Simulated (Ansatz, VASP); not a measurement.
**AlN in VASP and in Ansatz**

```
CELL_PARAMETERS angstrom
0.00000 2.29087 2.13755
2.13755 0.00000 2.13755
2.13755 2.29087 0.00000
ATOMIC_POSITIONS crystal
Al 0.99775 0.00225 0.00225
N 0.75434 0.74566 0.74566
```

Change from the starting cell: mode 4 frozen in at -0.019 Å, strain +e along z and -e/2 along x and y +0.0467.

Alike in both runs: task single point; functional PBEsol; k mesh 10 × 10 × 10; occupations gaussian, width 0.05 eV; no spin polarisation.

```csv
,VASP,Ansatz
version,VASP 6.6.1,Ansatz 0.2.0
potentials or method,"VASP PAW PBE potentials, release 64 (Al, N), cutoff 520 eV","scalar-relativistic, plane waves, PAW"
valence electrons in the cell,8,8
```

Ansatz gave:

| Property | Result |
| --- | --- |
| gap on the k mesh at the Fermi level (eV) | 2.96 |
| least direct gap on the mesh (eV) | 3.91 |
| pressure (GPa) | 0.1 |
| traceless stress, the component that is largest in VASP (GPa) | -7.35 |
| rms of the force components (eV/Å) | 0.222 |

Question: Which values does VASP return?

Answer: gap on the k mesh at the Fermi level (eV): 2.95; least direct gap on the mesh (eV): 3.93; pressure (GPa): 0.1; traceless stress, the component that is largest in VASP (GPa): -7.37; rms of the force components (eV/Å): 0.224.

VASP's potentials were made for PBE, not for PBEsol, and Ansatz warns of the same on its side. Atom by atom the forces differ by 0.002 eV/Å (rms over components). The functional is the same, so the differences come from potentials, cutoffs and numerics.
